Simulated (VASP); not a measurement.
A run of VASP 6.6.1 is set up as follows.

INCAR

```
SYSTEM = Si16O
PREC = Accurate ; ENCUT = 520
EDIFF = 1E-6 ; ISMEAR = -1
SIGMA = 0.05 ; LREAL = Auto
LASPH = .TRUE. ; NELM = 150
ALGO = Normal ; ISIF = 2
LWAVE = .FALSE. ; LCHARG = .TRUE.
ISPIN = 2 ; MAGMOM = 0 0 0 0 0 0 0 0 0 0 0 0 0 0 0 0 0
LORBIT = 11 ; LELF = .TRUE.
LVHAR = .TRUE. ; NBANDS = 53
```

The input KPOINTS:

```
Automatic mesh
0
G
  2 2 2
  0 0 0
```

File POSCAR:

```
Si16O
1.0
    0.0000000000      5.4300000000      5.4300000000
    5.4300000000      0.0000000000      5.4300000000
    5.4300000000      5.4300000000      0.0000000000
Si O
16 1
Direct
   -0.0028932781      0.0029402394      0.0009697053
    0.1113360958      0.1277283610      0.1363723757
   -0.0103032228     -0.0009652855      0.5119155617
    0.1258420810      0.1227934622      0.6264704420
    0.0160414365      0.5034836096     -0.0225209945
    0.1329895948      0.6290023020      0.1086805709
    0.0125986188      0.4968061694      0.4839678637
    0.1346022099      0.6261941068      0.6082430939
    0.4842381215     -0.0284563536      0.0549567219
    0.6223604972      0.1292326888      0.1314220074
    0.5006045120     -0.0000069061      0.5070310313
    0.6162116943      0.0827674954      0.6828872007
    0.5065011971      0.5048468692     -0.0389879374
    0.6487102210      0.6160879374      0.0767214549
    0.4971714549      0.4537736648      0.5456305709
    0.6377572744      0.6277937385      0.5909447514
    0.6102628913      0.4251374770      0.3103750460
```

Potentials or basis: VASP PAW LDA potentials, release 64 (Si, O).

Run with:

```console
$ cat potpaw_LDA.64/Si/POTCAR potpaw_LDA.64/O/POTCAR > POTCAR
$ mpirun -np 1 vasp_std > vasp.out
```

(1) Estimate the net moment.

(2) Estimate the pressure.

(3) Predict the band gap on the k mesh.

(4) What does it give for the largest force?

Answers

(1) 0.00 μB per cell.

(2) 0.9 GPa.

(3) 0.40 eV.

(4) 0.124 eV/Å.

Caveat: the k points lie up to 0.50 Å⁻¹ apart; semilocal functionals underestimate gaps, and a narrow one can read as zero.
